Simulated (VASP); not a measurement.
Crystal: MgB.

```
Mg B
1.0
     2.89515    0.00000    0.00000
     0.00000    2.89515    0.00000
     0.00000    0.00000    2.89515
Mg B
1 1
Cartesian
  0.0000 0.0000 0.0000
  1.4476 1.4476 1.4476
```

* Program: VASP 6.6.1
* Task: relaxation of cell and atoms
* Functional: PBEsol
* Dispersion: D3(BJ)
* Potentials or basis: VASP PAW PBE potentials, release 64 (Mg, B)
* Cutoff: 600 eV
* k mesh: 9 × 9 × 9
* Occupations: fermi-dirac, width 0.05 eV
* Spin: no spin polarisation

At the start: pressure -5.3 GPa; volume 12.13 Å³/atom.

Question: How do energy, volume and symmetry change on relaxing?

Answer: Over 3 steps the energy falls by 12.7 meV/atom and the volume is 11.41 Å³/atom (-6.0 %); space group Pm-3m (No. 221, to 0.05 Å).

The path:
```
step  energy change (eV)  largest force (eV/Å)  pressure (GPa)  volume (Å³)
   1              0.0000                0.0000           -5.26        24.27
   2             -0.0253                0.0000           -0.36        22.89
   3             -0.0254                0.0000           -0.01        22.81
```

Final structure:
```
Mg B
1.0
     2.83612    0.00000    0.00000
     0.00000    2.83612    0.00000
     0.00000    0.00000    2.83612
Mg B
1 1
Direct
  0.00000 0.00000 0.00000
  0.50000 0.50000 0.50000
```

Caveat: the PAW data sets were made with another functional, which shifts forces and pressure a little; pairwise dispersion overbinds metals, which lowers pressure and volume.
